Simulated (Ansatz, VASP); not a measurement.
TiC: VASP beside Ansatz

```xyz
8
Lattice="3.1000 0.0000 0.0000 -1.5500 2.6847 0.0000 0.0000 0.0000 9.7897" Properties=species:S:1:pos:R:3 pbc="T T T"
Ti    0.0000    0.0000    0.0000
Ti    0.0000    1.7898    2.4474
Ti    0.0000    0.0000    4.8949
Ti    1.5500    0.8949    7.3423
C     1.5500    0.8949    1.2191
C     1.5500    0.8949    3.6758
C     0.0000    1.7898    6.1140
C     0.0000    1.7898    8.5707
```

Alike in both runs: functional PBE; k mesh 12 × 12 × 5; occupations gaussian, width 0.1 eV; no spin polarisation.

Ansatz relaxed the structure, and its values are those at the end. VASP's run is a single point on that final structure, the one shown.

|  | VASP | Ansatz |
| --- | --- | --- |
| version | VASP 6.6.1 | Ansatz 0.2.0 |
| potentials or method | VASP PAW PBE potentials, release 64 (Ti_sv, C), cutoff 520 eV | scalar-relativistic, plane waves, PAW |
| valence electrons in the cell | 64 | 64 |

VASP gave:

| Property | Result |
| --- | --- |
| gap on the k mesh at the Fermi level (eV) | none |
| pressure (GPa) | 0.2 |

Q: What did Ansatz give for the same quantities?

A: gap on the k mesh at the Fermi level (eV): none; pressure (GPa): 0.0.

A gap of «none» marks a metal or a gap that the smearing closes.
